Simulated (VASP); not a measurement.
# B (Fd-3m) in VASP: further runs

Runs on B. Level: PBEsol. Tasks: relaxation of cell and atoms, single point.

Everything below comes from runs of VASP 6.6.1. Logs are shortened: lines on timing, memory, paths and dates and some standing lists are left out, and cuts for length are marked.

## Step 1: The cell of the first run

The structure is cubic, space group Fd-3m (No. 227). Conventional cell: a = 3.310 Å, b = 3.310 Å, c = 3.310 Å, α = 90.00°, β = 90.00°, γ = 90.00°. B (site symmetry -43m) has 4 B at 1.43 Å within 1.9 Å.

## Step 2: Relaxation of cell and atoms, PBEsol, target pressure 190 GPa, at which the enthalpy is minimised

The input, INCAR:

```
SYSTEM = B
ALGO = Normal
EDIFF = 1E-6
EDIFFG = -0.005
ENCUT = 600
GGA = PS
IBRION = 2
ISIF = 3
ISMEAR = -1
LASPH = .TRUE.
LCHARG = .FALSE.
LREAL = .FALSE.
LWAVE = .FALSE.
NELM = 100
NSW = 60
PREC = Accurate
PSTRESS = 1900.0
SIGMA = 0.1
```

The input, KPOINTS:

```
k-points
0
G
  18 18 18
  0 0 0
```

The input, POSCAR:

```
B
1.0
    0.0000000000      1.6551070753      1.6551070753
    1.6551070753      0.0000000000      1.6551070753
    1.6551070753      1.6551070753      0.0000000000
B
2
Direct
   -0.1250000000     -0.1250000000     -0.1250000000
    0.1250000000      0.1250000000      0.1250000000
```

Potentials or basis: VASP PAW PBE potentials, release 64 (B).

Run with:

```sh
$ cat potpaw_PBE.64/B/POTCAR > POTCAR
$ mpirun -np 1 vasp_std > vasp.out
```

OUTCAR:

```text
SYSTEM = B
   EDIFF = 1E-6
   EDIFFG = -0.005
   ENCUT = 600
   GGA = PS
   IBRION = 2
   ISIF = 3
   ISMEAR = -1
   LASPH = .TRUE.
   LREAL = .FALSE.
   NELM = 100
   NSW = 60
   PREC = Accurate
   PSTRESS = 1900.0

 ion  position               nearest neighbor table
   1  0.875  0.875  0.875-   2 1.43   2 1.43   2 1.43   2 1.43
   2  0.125  0.125  0.125-   1 1.43   1 1.43   1 1.43   1 1.43

  LATTYP: Found a face centered cubic cell.
 ALAT       =     3.3102141506

  Lattice vectors:

 A1 = (   0.0000000000,   1.6551070753,   1.6551070753)
 A2 = (   1.6551070753,   0.0000000000,   1.6551070753)
 A3 = (   1.6551070753,   1.6551070753,   0.0000000000)

Analysis of symmetry for initial positions (statically):
=====================================================================
 Subroutine PRICEL returns:
 Original cell was already a primitive cell.

 Routine SETGRP: Setting up the symmetry group for a
 face centered cubic supercell.

 Subroutine GETGRP returns: Found 48 space group operations
 (whereof 12 operations were pure point group operations)
 out of a pool of 48 trial point group operations.

The static configuration has the point symmetry D_3d.
 The point group associated with its full space group is O_h .

Analysis of symmetry for dynamics (positions and initial velocities):
=====================================================================
 Subroutine PRICEL returns:
 Original cell was already a primitive cell.

 Routine SETGRP: Setting up the symmetry group for a
 face centered cubic supercell.

 Subroutine GETGRP returns: Found 48 space group operations
 (whereof 12 operations were pure point group operations)
 out of a pool of 48 trial point group operations.

The dynamic configuration has the point symmetry D_3d.
 The point group associated with its full space group is O_h .

 Subroutine INISYM returns: Found 48 space group operations
 (whereof 12 operations are pure point group operations),
 and found     1 'primitive' translations

----------------------------------------------------------------------------------------

                                     Primitive cell

  volume of cell :       9.0679

  direct lattice vectors                    reciprocal lattice vectors
     0.000000000  1.655107075  1.655107075    -0.302095259  0.302095259  0.302095259
     1.655107075  0.000000000  1.655107075     0.302095259 -0.302095259  0.302095259
     1.655107075  1.655107075  0.000000000     0.302095259  0.302095259 -0.302095259

  length of vectors
     2.340674873  2.340674873  2.340674873     0.523244337  0.523244337  0.523244337

  position of ions in fractional coordinates (direct lattice)
     0.875000000  0.875000000  0.875000000
     0.125000000  0.125000000  0.125000000

  ion indices of the primitive-cell ions
   primitive index   ion index
                 1           1
                 2           2

----------------------------------------------------------------------------------------

 KPOINTS: k-points

Automatic generation of k-mesh.
 Grid dimensions read from file:
 generate k-points for:   18   18   18

 Generating k-lattice:

  Cartesian coordinates                     Fractional coordinates (reciprocal lattice)
    -0.016783070  0.016783070  0.016783070     0.055555556  0.000000000  0.000000000
     0.016783070 -0.016783070  0.016783070     0.000000000  0.055555556  0.000000000
     0.016783070  0.016783070 -0.016783070     0.000000000  0.000000000  0.055555556

  Length of vectors
     0.029069130  0.029069130  0.029069130

  Shift w.r.t. Gamma in fractional coordinates (k-lattice)
     0.000000000  0.000000000  0.000000000

 Subroutine IBZKPT returns following result:
 ===========================================

 Found    195 irreducible k-points:

 Following reciprocal coordinates:
            Coordinates               Weight
  0.000000  0.000000  0.000000      1.000000
  0.055556  0.000000  0.000000      8.000000
  0.111111  0.000000  0.000000      8.000000
  0.166667  0.000000  0.000000      8.000000
  0.222222  0.000000  0.000000      8.000000
  0.277778  0.000000  0.000000      8.000000
[... 16 lines left out ...]
 -0.277778  0.055556  0.000000     24.000000
 -0.222222  0.055556  0.000000     24.000000
 [... further k-points ...]
   k-points           NKPTS =    195   k-points in BZ     NKDIM =    195   number of bands    NBANDS=      7
   number of dos      NEDOS =    301   number of ions     NIONS =      2
   total plane-waves  NPLWV =   8000
   dimension x,y,z NGX =    20 NGY =   20 NGZ =   20
   dimension x,y,z NGXF=    40 NGYF=   40 NGZF=   40
   ions per type =               2
   NGX,Y,Z   is equivalent  to a cutoff of  14.20, 14.20, 14.20 a.u.
   NGXF,Y,Z  is equivalent  to a cutoff of  28.41, 28.41, 28.41 a.u.
 SYSTEM =  B
   PREC   = accura    normal or accurate (medium, high low for compatibility)
   ISTART =      0    job   : 0-new  1-cont  2-samecut
   ICHARG =      2    charge: 1-file 2-atom 10-const
   ISPIN  =      1    spin polarized calculation?
   LNONCOLLINEAR =      F non collinear calculations
   LSORBIT =      F    spin-orbit coupling
   LASPH  =      T    aspherical Exc in radial PAW
   ENCUT  =  600.0 eV  44.10 Ry    6.64 a.u.   4.67  4.67  4.67*2*pi/ulx,y,z
   NELM   =    100;   NELMIN=  2; NELMDL= -5     # of ELM steps
   EDIFF  = 0.1E-05   stopping-criterion for ELM
   LREAL  =      F    real-space projection
   EDIFFG = -.5E-02   stopping-criterion for IOM
   NSW    =     60    number of steps for IOM
   IBRION =      2    ionic relax: 0-MD 1-quasi-New 2-CG
   NFREE  =      1    steps in history (QN), initial steepest desc. (CG)
   ISIF   =      3    stress and relaxation
   ISYM   =      2    0-nonsym 1-usesym 2-fastsym
   POTIM  = 0.5000    time-step for ionic-motion
   TEBEG  =    0.0;   TEEND  =   0.0 temperature during run
   PSTRESS= 1900.0 pullay stress
   NELECT =       6.0000    total number of electrons
   NUPDOWN=      -1.0000    fix difference up-down
   EMIN   =  10.00;   EMAX   =-10.00  energy-range for DOS
   EFERMI =   0.00;   METHOD = LEGACY
   ISMEAR =    -1;   SIGMA  =   0.10  broadening in eV -4-tet -1-fermi 0-gaus
   EFERMI_NEDOS =   21; number of points for ismear=-14 and -15
   IALGO  =     38    algorithm
   IMIX   =      4    mixing-type and parameters
     AMIX     =   0.40;   BMIX     =  1.00
     AMIX_MAG =   1.60;   BMIX_MAG =  1.00
  volume/ion in A,a.u.               =       4.53        30.60
  Fermi-wavevector in a.u.,A,eV,Ry     =   1.426557  2.695802 27.688742  2.035065
  Thomas-Fermi vector in A             =   2.546821
   LORBIT       =      0    0 simple, 1 ext, 2 COOP (PROOUT), +10 PAW based schemes
   GGA     = PS    functional components
   LHFCALC =     F    Hartree Fock is set to
   AEXX    =    0.0000 exact exchange contribution
   IVDW    =     0    specifies the selected vdW correction
   LEPSILON=     F    determine dielectric tensor
   LRPA    =     F    only Hartree local field effects (RPA)
 conjugate gradient relaxation of ions
 non-spin polarized calculation
  energy-cutoff  :      600.00
  volume of cell :        9.07
 maximum number of plane-waves:       315
   NGX =  9   NGY =  9   NGZ =  9

--------------------------------------- Ionic step        1  -------------------------------------------

 number of electron       6.0000000 magnetization

 Free energy of the ion-electron system (eV)
  ---------------------------------------------------
  ext. energy  EPLUGINS =         0.00000000
  ---------------------------------------------------
  free energy    TOTEN  =        -7.74277935 eV

  energy without entropy =       -7.72615443  energy(sigma->0) =       -7.73446689

------------------------ aborting loop because EDIFF is reached ----------------------------------------

  FORCE on cell =-STRESS in cart. coord.  units (eV):
  Direction    XX          YY          ZZ          XY          YZ          ZX
  --------------------------------------------------------------------------------------
  -------------------------------------------------------------------------------------
  Total       16.8735205     16.8735205     16.8735205      0.0000000      0.0000000     -0.0000000
  in kB     2981.3159618   2981.3159618   2981.3159618      0.0000000      0.0000000     -0.0000000
  external PRESSURE =    1081.3159618 kB  Pullay stress =    1900.0000000 kB
[... 93 lines left out ...]
  FREE ENERGIE OF THE ION-ELECTRON SYSTEM (eV)
  ---------------------------------------------------
  free  energy   TOTEN  =        -9.7324689982 eV

  energy  without entropy=       -9.7136054029  energy(sigma->0) =       -9.72303720

  enthalpy is  TOTEN    =         2.6333989056 eV   P V=       12.3658679038

[... ionic steps 4 to 14 ...]

--------------------------------------- Ionic step       15  -------------------------------------------

 number of electron       6.0000000 magnetization

------------------------ aborting loop because EDIFF is reached ----------------------------------------

  FORCE on cell =-STRESS in cart. coord.  units (eV):
  Direction    XX          YY          ZZ          XY          YZ          ZX
  --------------------------------------------------------------------------------------
  -------------------------------------------------------------------------------------
  Total       12.2320088     12.2320088     12.2320088      0.0000000      0.0000000     -0.0000000
  in kB     1906.2697225   1906.2697225   1906.2697225      0.0000000      0.0000000     -0.0000000
  external PRESSURE =       6.2697225 kB  Pullay stress =    1900.0000000 kB
[... 61 lines left out ...]
  enthalpy is  TOTEN    =         2.6292666671 eV   P V=       12.1991842213

--------------------------------------- Ionic step       17  -------------------------------------------

 number of electron       6.0000000 magnetization

 Free energy of the ion-electron system (eV)
  ---------------------------------------------------
  ext. energy  EPLUGINS =         0.00000000
  ---------------------------------------------------
  free energy    TOTEN  =        -9.57330839 eV

  energy without entropy =       -9.55468388  energy(sigma->0) =       -9.56399614

 E-fermi :   8.1241     XC(G=0): -13.3261

 val. band max:        8.1108147452   @ k =   0.5000   0.2222   0.0000
 cond. band min:       8.1321143151   @ k =   0.2778   0.2222   0.0000
 fundamental gap:      0.0212995698
 Fermi energy:         8.1241458158

 k-point     1 :       0.0000    0.0000    0.0000
  band No.  band energies     occupation
      1      -8.7177      2.00000
      2      14.1009      0.00000
      3      14.1009      0.00000
      4      14.1009      0.00000
      5      19.0888      0.00000
      6      19.0888      0.00000
      7      19.0888      0.00000
[... 221 lines left out ...]
 k-point    24 :      -0.2222    0.0556    0.0000
  band No.  band energies     occupation
      1      -7.0064      2.00000
      2       6.8753      1.99999
      3      10.8976      0.00000
      4      12.3992      0.00000
      5      21.1789      0.00000
      6      22.3836      0.00000
      7      24.4090      0.00000

 [... further k-points ...]
[... 5 lines left out ...]
  --------------------------------------------------------------------------------------
  -------------------------------------------------------------------------------------
  Total       12.2015113     12.2015113     12.2015113      0.0000000      0.0000000      0.0000000
  in kB     1899.8345036   1899.8345036   1899.8345036      0.0000000      0.0000000      0.0000000
  external PRESSURE =      -0.1654964 kB  Pullay stress =    1900.0000000 kB
[... 17 lines left out ...]
  FREE ENERGIE OF THE ION-ELECTRON SYSTEM (eV)
  ---------------------------------------------------
  free  energy   TOTEN  =        -9.5733083948 eV

  energy  without entropy=       -9.5546838756  energy(sigma->0) =       -9.56399614

  enthalpy is  TOTEN    =         2.6292658002 eV   P V=       12.2025741950

 reached required accuracy - stopping structural energy minimisation
```

Wall time 55 s (1 thread of Intel Xeon Platinum 8259CL at 2.50GHz (Skylake/Cascade Lake), shared host); peak memory 0.12 GiB.

What came out:

```
Free energy                                            : -9.5733 eV
Relaxed volume                                         : 5.14 Å³/atom
Relaxed cell                                           : a = 2.441 Å, b = 2.441 Å, c = 2.441 Å, α = 60.00°, β = 60.00°, γ = 60.00°
Space group after relaxing (to 0.05 Å)                 : Fd-3m (No. 227)
Energy change on relaxing (the enthalpy is what falls) : -915.3 meV/atom
Ionic steps                                            : 17
Pressure after relaxing                                : 190.0 GPa
Band gap on the k mesh                                 : zero (band 3 reaches 14.10 eV, above the bottom of band 4 at 3.10 eV)
```

The path:
```tsv
step	energy change (eV)	largest force (eV/Å)	pressure (GPa)	volume (Å³)
1	0.0000	0.0000	298.13	9.07
2	-4.0642	0.0000	45.24	13.71
3	-1.9897	0.0000	180.50	10.43
4	-1.8396	0.0000	189.44	10.30
5	-1.8092	0.0000	191.24	10.27
6	-1.8099	0.0000	191.20	10.27
7	-1.8123	0.0000	191.06	10.27
8	-1.8123	0.0000	191.05	10.27
9	-1.8124	0.0000	191.05	10.27
10	-1.8125	0.0000	191.04	10.27
11	-1.8127	0.0000	191.03	10.27
12	-1.8132	0.0000	191.00	10.28
13	-1.8141	0.0000	190.95	10.28
14	-1.8160	0.0000	190.84	10.28
15	-1.8197	0.0000	190.63	10.28
16	-1.8271	0.0000	190.20	10.29
17	-1.8305	0.0000	189.98	10.29
```

Final structure:
```
B
1.0
     0.00000    1.72634    1.72634
     1.72634    0.00000    1.72634
     1.72634    1.72634    0.00000
B
2
Direct
  0.87500 0.87500 0.87500
  0.12500 0.12500 0.12500
```

Caveat: the cell is relaxed towards a set pressure, so the enthalpy falls and the energy may rise; the PAW data sets were made with another functional, which shifts forces and pressure a little.

## Step 3: Relaxation of cell and atoms, PBEsol, target pressure 190 GPa, at which the enthalpy is minimised

This run uses another cell than the first one, of 5.14 Å³/atom, 1.133 times its volume.

The input, INCAR:

```
PREC = Accurate
ENCUT = 600
EDIFF = 1E-7
ISMEAR = -1
SIGMA = 0.1
LREAL = F
LASPH = T
NELM = 60
ALGO = Normal
ISIF = 3
LWAVE = F
LCHARG = F
GGA = PS
IBRION = 2
NSW = 32
EDIFFG = -0.005
PSTRESS = 1900.0
```

The input, KPOINTS:

```
Automatic mesh
0
Gamma
  18 18 18
```

The input, POSCAR:

```
B
1.0
    0.0000000000      1.7254807929      1.7254807929
    1.7254807929      0.0000000000      1.7254807929
    1.7254807929      1.7254807929      0.0000000000
B
2
Direct
   -0.1250000000     -0.1250000000     -0.1250000000
    0.1250000000      0.1250000000      0.1250000000
```

Potentials or basis: VASP PAW PBE potentials, release 64 (B).

Run with:

```sh
$ cat potpaw_PBE.64/B/POTCAR > POTCAR
$ mpirun -np 1 vasp_std > vasp.out
```

Run time: 22 s. Hardware: 1 thread of Intel Xeon Platinum 8259CL at 2.50GHz (Skylake/Cascade Lake), shared host; peak memory 0.13 GiB.

The run converged. Its results:

```
Free energy                                            : -9.5754 eV
Relaxed volume                                         : 5.14 Å³/atom
Relaxed cell                                           : a = 2.441 Å, b = 2.441 Å, c = 2.441 Å, α = 60.00°, β = 60.00°, γ = 60.00°
Space group after relaxing (to 0.05 Å)                 : Fd-3m (No. 227)
Energy change on relaxing (the enthalpy is what falls) : -8.9 meV/atom
Ionic steps                                            : 3
Pressure after relaxing                                : 190.0 GPa
Band gap on the k mesh                                 : zero (band 3 reaches 14.10 eV, above the bottom of band 4 at 3.10 eV)
```

Step by step:
| step | energy change (eV) | largest force (eV/Å) | pressure (GPa) | volume (Å³) |
| --- | --- | --- | --- | --- |
| 1 | 0.0000 | 0.0000 | 191.07 | 10.27 |
| 2 | -0.0603 | 0.0000 | 187.48 | 10.33 |
| 3 | -0.0178 | 0.0000 | 190.01 | 10.29 |

Final structure:
```
CELL_PARAMETERS angstrom
0.00000 1.72632 1.72632
1.72632 0.00000 1.72632
1.72632 1.72632 0.00000
ATOMIC_POSITIONS crystal
B 0.87500 0.87500 0.87500
B 0.12500 0.12500 0.12500
```

Levels at points of the mesh, in eV from the Fermi level:
```tsv
k point	band 1	band 2	band 3	band 4	band 5	band 6
(0.00, 0.00, 0.00)	-16.84	5.98	5.98	5.98	10.96	10.96
(0.50, 0.00, 0.00)	-10.44	-9.23	2.47	2.47	13.27	13.27
(0.50, 0.50, 0.00)	-7.46	-7.46	-2.18	-2.18	9.74	9.74
```

Caveat: the cell is relaxed towards a set pressure, so the enthalpy falls and the energy may rise; the PAW data sets were made with another functional, which shifts forces and pressure a little.

## Step 4: Single point, PBEsol

This run uses another cell than the first one, of 5.14 Å³/atom, 1.133 times its volume.

The input, INCAR:

```
SYSTEM = B
ALGO = Normal ; EDIFF = 1E-6
ENCUT = 520 ; GGA = PS
ISIF = 2 ; ISMEAR = -1
LASPH = .True. ; LCHARG = .False.
LREAL = .False. ; LWAVE = .False.
NBANDS = 10 ; NELM = 80
PREC = Accurate ; SIGMA = 0.1
```

The input, KPOINTS:

```
k-points
0
Gamma
  18 18 18
  0 0 0
```

POSCAR is that of step 3.

Run with:

```sh
$ cat potpaw_PBE.64/B/POTCAR > POTCAR
$ mpirun -np 1 vasp_std > vasp.out
```

Wall time 14 s (1 thread of Intel Xeon 6975P-C, shared host); peak memory 0.13 GiB.

Results (log left out):

| Property | Result |
| --- | --- |
| Free energy | -9.5542 eV |
| Pressure | 191.1 GPa |
| Band gap on the k mesh | zero (band 3 reaches 14.13 eV, above the bottom of band 4 at 3.11 eV) |

Levels at points of the mesh, in eV from the Fermi level:
```tsv
k point	band 1	band 2	band 3	band 4	band 5	band 6	band 7
(0.00, 0.00, 0.00)	-16.86	5.98	5.98	5.98	10.98	10.98	10.98
(0.50, 0.00, 0.00)	-10.45	-9.23	2.47	2.47	13.29	13.29	19.39
(0.50, 0.50, 0.00)	-7.47	-7.47	-2.18	-2.18	9.75	9.75	26.89
```

Caveat: the PAW data sets were made with another functional, which shifts forces and pressure a little.

(Part 1 of 2 ends here.)
